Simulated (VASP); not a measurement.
# BaF2 (Fm-3m) in VASP: G0W0 quasiparticle levels with PBE

Aim: the G0W0 quasiparticle levels of BaF2 with PBE.

Program: VASP 6.6.1. These are calculated values, not measurements. Logs are shortened: lines on timing, memory, paths and dates and some standing lists are left out, and cuts for length are marked.

**1. The cell of the first run**

The structure is cubic, space group Fm-3m (No. 225). Conventional cell: a = 6.194 Å, b = 6.194 Å, c = 6.194 Å, α = 90.00°, β = 90.00°, γ = 90.00°. Within 3.5 Å of Ba (site symmetry m-3m) lie 8 F at 2.68 Å. F (site symmetry -43m) has 4 Ba at 2.68 Å and 6 F at 3.10 Å within 3.5 Å.

**2. G0W0 quasiparticle levels, PBE**

Contents of POSCAR:

```
BaF2
1.0
    0.0000000000      3.0971637728      3.0971637728
    3.0971637728      0.0000000000      3.0971637728
    3.0971637728      3.0971637728      0.0000000000
Ba F
1 2
Direct
    0.0000000000      0.0000000000      0.0000000000
    0.2500000000      0.2500000000      0.2500000000
    0.7500000000      0.7500000000      0.7500000000
```

Contents of INCAR.step1:

```
SYSTEM = BaF2
ALGO     = Normal         ! electronic algorithm
EDIFF    = 1E-8           ! SCF threshold, eV
ENCUT    = 500            ! plane-wave cutoff, eV
GGA      = PE             ! functional
ISMEAR   = 0              ! smearing method
LASPH    = .TRUE.         ! aspherical terms in the spheres
LCHARG   = .FALSE.        ! write CHGCAR
LREAL    = .FALSE.        ! projectors in reciprocal space
LWAVE    = .TRUE.         ! write WAVECAR
NELM     = 100            ! most SCF steps
PREC     = Accurate       ! precision mode
SIGMA    = 0.01           ! smearing width, eV
```

Contents of INCAR.step2:

```
SYSTEM = BaF2
ALGO     = Exact          ! electronic algorithm
EDIFF    = 1E-8           ! SCF threshold, eV
ENCUT    = 500            ! plane-wave cutoff, eV
GGA      = PE             ! functional
ISMEAR   = 0              ! smearing method
ISTART   = 1            
LASPH    = .TRUE.         ! aspherical terms in the spheres
LCHARG   = .FALSE.        ! write CHGCAR
LOPTICS  = .TRUE.         ! frequency-dependent dielectric function
LREAL    = .FALSE.        ! projectors in reciprocal space
LWAVE    = .TRUE.         ! write WAVECAR
NBANDS   = 235            ! bands
NELM     = 1              ! most SCF steps
PREC     = Accurate       ! precision mode
SIGMA    = 0.01           ! smearing width, eV
```

Contents of INCAR.step3:

```
SYSTEM = BaF2
ALGO     = EVGW0          ! electronic algorithm
EDIFF    = 1E-8           ! SCF threshold, eV
ENCUT    = 500            ! plane-wave cutoff, eV
ENCUTGW  = 140.0          ! cutoff of the response function
GGA      = PE             ! functional
ISMEAR   = 0              ! smearing method
ISTART   = 1            
LASPH    = .TRUE.         ! aspherical terms in the spheres
LCHARG   = .FALSE.        ! write CHGCAR
LREAL    = .FALSE.        ! projectors in reciprocal space
LWAVE    = .FALSE.        ! write WAVECAR
NBANDS   = 235            ! bands
NBANDSGW = 20           
NELMGW   = 1            
NOMEGA   = 96             ! frequency points
OMEGAMAX = 20           
PREC     = Accurate       ! precision mode
PRECFOCK = Fast         
SIGMA    = 0.01           ! smearing width, eV
```

Contents of KPOINTS:

```
k-points
0
G
  4 4 4
  0 0 0
```

Potentials or basis: VASP PAW PBE potentials, release 64 (Ba_sv_GW, F_GW).

Command:

```
$ cat potpaw_PBE.64/Ba_sv_GW/POTCAR potpaw_PBE.64/F_GW/POTCAR > POTCAR
$ cp INCAR.step1 INCAR
$ mpirun -np 1 vasp_std > vasp.out
$ cp INCAR.step2 INCAR
$ mpirun -np 1 vasp_std > vasp.out
$ cp INCAR.step3 INCAR
$ mpirun -np 1 vasp_std > vasp.out
```

OUTCAR:

```text
SYSTEM = BaF2
   EDIFF = 1E-8
   ENCUT = 500
   ENCUTGW = 140.0
   GGA = PE
   ISMEAR = 0
   ISTART = 1
   LASPH = .TRUE.
   LREAL = .FALSE.
   NELMGW = 1
   PREC = Accurate
   PRECFOCK = Fast

 ion  position               nearest neighbor table
   1  0.000  0.000  0.000-
   2  0.250  0.250  0.250-
   3  0.750  0.750  0.750-

  LATTYP: Found a face centered cubic cell.
 ALAT       =     6.1943275456

  Lattice vectors:

 A1 = (   0.0000000000,   3.0971637728,   3.0971637728)
 A2 = (   3.0971637728,   0.0000000000,   3.0971637728)
 A3 = (   3.0971637728,   3.0971637728,   0.0000000000)

Analysis of symmetry for initial positions (statically):
=====================================================================
 Subroutine PRICEL returns:
 Original cell was already a primitive cell.

 Routine SETGRP: Setting up the symmetry group for a
 face centered cubic supercell.

 Subroutine GETGRP returns: Found 48 space group operations
 (whereof 48 operations were pure point group operations)
 out of a pool of 48 trial point group operations.

The static configuration has the point symmetry O_h .

Analysis of symmetry for dynamics (positions and initial velocities):
=====================================================================
 Subroutine PRICEL returns:
 Original cell was already a primitive cell.

 Routine SETGRP: Setting up the symmetry group for a
 face centered cubic supercell.

 Subroutine GETGRP returns: Found 48 space group operations
 (whereof 48 operations were pure point group operations)
 out of a pool of 48 trial point group operations.

The dynamic configuration has the point symmetry O_h .

 Subroutine INISYM returns: Found 48 space group operations
 (whereof 48 operations are pure point group operations),
 and found     1 'primitive' translations

----------------------------------------------------------------------------------------

                                     Primitive cell

  volume of cell :      59.4186

  direct lattice vectors                    reciprocal lattice vectors
     0.000000000  3.097163773  3.097163773    -0.161438024  0.161438024  0.161438024
     3.097163773  0.000000000  3.097163773     0.161438024 -0.161438024  0.161438024
     3.097163773  3.097163773  0.000000000     0.161438024  0.161438024 -0.161438024

  length of vectors
     4.380051012  4.380051012  4.380051012     0.279618860  0.279618860  0.279618860

  position of ions in fractional coordinates (direct lattice)
     0.000000000  0.000000000  0.000000000
     0.250000000  0.250000000  0.250000000
     0.750000000  0.750000000  0.750000000

  ion indices of the primitive-cell ions
   primitive index   ion index
                 1           1
                 2           2
                 3           3

----------------------------------------------------------------------------------------

 KPOINTS: k-points

Automatic generation of k-mesh.
 Grid dimensions read from file:
 generate k-points for:    4    4    4

 Generating k-lattice:

  Cartesian coordinates                     Fractional coordinates (reciprocal lattice)
    -0.040359506  0.040359506  0.040359506     0.250000000  0.000000000  0.000000000
     0.040359506 -0.040359506  0.040359506     0.000000000  0.250000000  0.000000000
     0.040359506  0.040359506 -0.040359506     0.000000000  0.000000000  0.250000000

  Length of vectors
     0.069904715  0.069904715  0.069904715

  Shift w.r.t. Gamma in fractional coordinates (k-lattice)
     0.000000000  0.000000000  0.000000000

 Subroutine IBZKPT returns following result:
 ===========================================

 Found      8 irreducible k-points:

 Following reciprocal coordinates:
            Coordinates               Weight
  0.000000  0.000000  0.000000      1.000000
  0.250000  0.000000  0.000000      8.000000
  0.500000  0.000000  0.000000      4.000000
  0.250000  0.250000  0.000000      6.000000
  0.500000  0.250000  0.000000     24.000000
 -0.250000  0.250000  0.000000     12.000000
  0.500000  0.500000  0.000000      3.000000
 -0.250000  0.500000  0.250000      6.000000
   k-points           NKPTS =      8   k-points in BZ     NKDIM =     64   number of bands    NBANDS=    235
   number of dos      NEDOS =    301   number of ions     NIONS =      3
   total plane-waves  NPLWV =  32768
   dimension x,y,z NGX =    32 NGY =   32 NGZ =   32
   dimension x,y,z NGXF=    64 NGYF=   64 NGZF=   64
   ions per type =               1   2
   NGX,Y,Z   is equivalent  to a cutoff of  12.15, 12.15, 12.15 a.u.
   NGXF,Y,Z  is equivalent  to a cutoff of  24.29, 24.29, 24.29 a.u.
 SYSTEM =  BaF2
   PREC   = accura    normal or accurate (medium, high low for compatibility)
   ISTART =      1    job   : 0-new  1-cont  2-samecut
   ICHARG =      0    charge: 1-file 2-atom 10-const
   ISPIN  =      1    spin polarized calculation?
   LNONCOLLINEAR =      F non collinear calculations
   LSORBIT =      F    spin-orbit coupling
   LASPH  =      T    aspherical Exc in radial PAW
   ENCUT  =  500.0 eV  36.75 Ry    6.06 a.u.   7.99  7.99  7.99*2*pi/ulx,y,z
   NELM   =     60;   NELMIN=  2; NELMDL=  0     # of ELM steps
   EDIFF  = 0.1E-07   stopping-criterion for ELM
   LREAL  =      F    real-space projection
   EDIFFG = 0.1E-06   stopping-criterion for IOM
   NSW    =      0    number of steps for IOM
   IBRION =     -1    ionic relax: 0-MD 1-quasi-New 2-CG
   NFREE  =      0    steps in history (QN), initial steepest desc. (CG)
   ISIF   =      0    stress and relaxation
   ISYM   =      3    0-nonsym 1-usesym 2-fastsym
   POTIM  = 0.5000    time-step for ionic-motion
   TEBEG  =    0.0;   TEEND  =   0.0 temperature during run
   PSTRESS=    0.0 pullay stress
   NELECT =      24.0000    total number of electrons
   NUPDOWN=      -1.0000    fix difference up-down
   EMIN   =  10.00;   EMAX   =-10.00  energy-range for DOS
   EFERMI =   0.00;   METHOD = LEGACY
   ISMEAR =     0;   SIGMA  =   0.01  broadening in eV -4-tet -1-fermi 0-gaus
   EFERMI_NEDOS =   21; number of points for ismear=-14 and -15
   IALGO  =     38    algorithm
   IMIX   =      4    mixing-type and parameters
     AMIX     =   0.40;   BMIX     =  1.00
     AMIX_MAG =   1.60;   BMIX_MAG =  1.00
  volume/ion in A,a.u.               =      19.81       133.66
  Fermi-wavevector in a.u.,A,eV,Ry     =   1.210146  2.286844 19.925095  1.464453
  Thomas-Fermi vector in A             =   2.345702
   LORBIT       =      0    0 simple, 1 ext, 2 COOP (PROOUT), +10 PAW based schemes
   GGA     = PE    functional components
   LHFCALC =     T    Hartree Fock is set to
   PRECFOCK=fast      Normal, Fast or Accurate (Low or Medium for compatibility)
   ENCUT4O =  -1.0   cutoff for four orbital integrals eV
   NKREDX  =     1    reduce k-point grid by
   NKREDY  =     1    reduce k-point grid by
   NKREDZ  =     1    reduce k-point grid by
   AEXX    =    1.0000 exact exchange contribution
   HFSCREEN=    0.0000 screening length (either q_TF or 0.3 A-1)
   HFSCREENC=   0.0000 screening length for correlation (either q_TF or 0.3 A-1)
   ENCUTFOCK=  -1.0 apply spherical cutoff to Coloumb kernel
   IVDW    =     0    specifies the selected vdW correction
   LEPSILON=     F    determine dielectric tensor
   LRPA    =     F    only Hartree local field effects (RPA)
   LRPAFORCE           =     F    calculate RPA forces
   ENCUTGW             = 140.0    cutoff for response function in eV
   ENCUTGWSOFT         = 112.0    soft cutoff for Coulomb kernel in GW response function in eV
   ENCUTLF             =  -1.0    cutoff for local field effects
   NELMGW              =     1    number of iterations in solving QP/BSE equation
   NELMHF              =     1    number of iterations in the inner HF iteration
   NKREDLFX            =     1    NKREDLFY  =   1   NKREDLFZ  =   1
 non-spin polarized calculation
 Gauss-broadening in eV      SIGMA  =   0.01
  energy-cutoff  :      500.00
  volume of cell :       59.42
 maximum number of plane-waves:      1540
  NGX = 18; NGY = 18; NGZ = 18
   NGX = 15   NGY = 15   NGZ = 15
 maximum number of plane-waves:       229
 NGX is ok and might be reduce to    18

 QP shifts <psi_nk| G(iteration)W_0 |psi_nk>: iteration 1
 for sc-GW calculations column KS-energies equals QP-energies in previous step
 and V_xc(KS)=  KS-energies - (<T + V_ion + V_H > + <T+V_H+V_ion>^1  + <V_x>^1)

 k-point   1 :       0.0000    0.0000    0.0000
  band No.  KS-energies  QP-energies   sigma(KS)   V_xc(KS)     V^pw_x(r,r')   Z            occupation Imag(sigma)

      1     -23.0132     -24.4472     -17.7626     -15.4714     -25.2571       0.6258       2.0000       0.9991
      2     -18.9692     -22.3241     -27.9888     -23.2283     -37.2832       0.7047       2.0000       0.5172
      3     -18.9018     -22.0629     -27.1199     -22.6107     -36.1260       0.7010       2.0000       0.5436
      4      -7.8445     -10.2859     -17.0550     -14.0798     -19.3058       0.8206       2.0000       0.0414
      5      -7.8445     -10.2859     -17.0550     -14.0798     -19.3058       0.8206       2.0000       0.0414
      6      -7.8445     -10.2859     -17.0550     -14.0798     -19.3058       0.8206       2.0000       0.0414
[... 12 lines left out ...]
     19      12.5622      17.0552      -7.7705     -13.1578      -2.7620       0.8340       0.0000      -0.0721
     20      12.5622      17.0552      -7.7705     -13.1578      -2.7620       0.8340       0.0000      -0.0721

 k-point   2 :       0.2500    0.0000    0.0000
  band No.  KS-energies  QP-energies   sigma(KS)   V_xc(KS)     V^pw_x(r,r')   Z            occupation Imag(sigma)

      1     -22.9064     -24.3214     -17.6392     -15.3965     -25.0082       0.6309       2.0000       0.9938
      2     -19.0590     -22.3333     -27.5072     -22.8415     -36.7196       0.7018       2.0000       0.5339
      3     -18.9995     -22.2626     -27.5794     -22.9166     -36.7739       0.6998       2.0000       0.5316
      4      -7.9381     -10.3836     -17.1041     -14.1081     -19.4584       0.8162       2.0000       0.0506
      5      -7.9280     -10.3710     -17.0498     -14.0600     -19.3765       0.8171       2.0000       0.0498
      6      -7.9280     -10.3710     -17.0498     -14.0600     -19.3765       0.8171       2.0000       0.0498
[... 12 lines left out ...]
     19      12.0971      15.6559      -7.3748     -11.5858      -2.7247       0.8451       0.0000      -0.0611
     20      12.8664      18.0175      -7.7300     -13.9342      -2.3856       0.8303       0.0000      -0.0772
[... 102 lines left out ...]
      3     -19.0941     -22.3977     -27.7909     -23.0405     -37.1038       0.6954       2.0000       0.5272
      4      -8.2454     -10.7107     -16.9748     -13.9325     -19.5557       0.8104       2.0000       0.0869
      5      -8.2454     -10.7107     -16.9748     -13.9325     -19.5557       0.8104       2.0000       0.0869
      6      -7.6842     -10.1354     -17.3168     -14.3615     -19.5047       0.8294       2.0000       0.0292
[... 12 lines left out ...]
     19      12.3695      16.7706      -7.7267     -12.9832      -2.7549       0.8373       0.0000      -0.0670
     20      12.3695      16.7706      -7.7267     -12.9832      -2.7549       0.8373       0.0000      -0.0670

 k-point   8 :      -0.2500    0.5000    0.2500
  band No.  KS-energies  QP-energies   sigma(KS)   V_xc(KS)     V^pw_x(r,r')   Z            occupation Imag(sigma)

      1     -22.7114     -24.1296     -17.3431     -15.2169     -24.4644       0.6670       2.0000       0.9739
      2     -19.1928     -22.4565     -27.5688     -22.8417     -36.8842       0.6904       2.0000       0.5341
      3     -19.1928     -22.4565     -27.5688     -22.8417     -36.8842       0.6904       2.0000       0.5341
      4      -8.2622     -10.7311     -16.9533     -13.9062     -19.5495       0.8103       2.0000       0.0889
      5      -7.9639     -10.4076     -17.1632     -14.1621     -19.5568       0.8143       2.0000       0.0545
      6      -7.9639     -10.4076     -17.1632     -14.1621     -19.5568       0.8143       2.0000       0.0545
[... 12 lines left out ...]
     19      12.4576      17.1065      -7.8274     -13.3815      -2.7373       0.8370       0.0000      -0.0673
     20      12.9256      17.9343      -7.8618     -13.9055      -2.5578       0.8287       0.0000      -0.0787
```

Wall time 8.8 min (1 thread of AMD EPYC 7R13 (Zen 3), shared host); peak memory 0.69 GiB.

What came out:

| Item | Value |
| --- | --- |
| Quasiparticle gap | 9.49 eV |
| Least direct quasiparticle gap | 9.61 eV |
| Band gap of the starting levels on the mesh | 6.84 eV |
| Least direct gap of the starting levels on the mesh | 6.94 eV |

Caveat: the k points lie up to 0.44 Å⁻¹ apart; bands, screening cutoff and mesh are small and nothing is extrapolated, so the quasiparticle values aren't converged; spin-orbit coupling is left out, which moves the levels of the heavy elements.
